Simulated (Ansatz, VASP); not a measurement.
One calculation of KPd2Se2I, two programs

```xyz
6
Lattice="-2.4199 2.4199 7.2910 2.4199 -2.4199 7.2910 2.4199 2.4199 -7.2910" Properties=species:S:1:pos:R:3 pbc="T T T"
K     0.0000    0.0000    0.0000
Pd    0.0000    0.0000    4.4395
Pd    0.0000    0.0000   10.1424
Se    2.4199    0.0000    3.6455
Se    0.0000    2.4199    3.6455
I     0.0000    0.0000    7.2910
```

Change from the starting cell: species swapped into the CeB2Rh2C type (I4/mmm, No. 139).

Alike in both runs: functional PBE; k mesh 4 × 4 × 4; occupations gaussian, width 0.15 eV; no spin polarisation.

Ansatz relaxed the structure, and its values are those at the end. VASP's run is a single point on that final structure, the one shown.

```csv
,VASP,Ansatz
version,VASP 6.6.1,Ansatz 0.2.0
potentials or method,"VASP PAW PBE potentials, release 64 (K_sv, Pd, Se, I), cutoff 520 eV","scalar-relativistic, plane waves, PAW"
valence electrons in the cell,48,94
```

Ansatz gave:

- gap on the k mesh at the Fermi level (eV): none
- pressure (GPa): 0.2
- rms of the force components (eV/Å): 0.001

Question: What did VASP give for the same quantities?

Answer: gap on the k mesh at the Fermi level (eV): none; pressure (GPa): 0.2; rms of the force components (eV/Å): 0.004.

A gap of «none» marks a metal or a gap that the smearing closes. With one functional, cell and mesh, what is left measures potentials, basis and numerics. VASP's potentials hold 48 valence electrons a cell and Ansatz's 94, so a difference there can come from the potentials and not from the codes.

The k mesh is coarse, so the values compare programs but aren't converged. Neither program's run includes spin-orbit coupling.
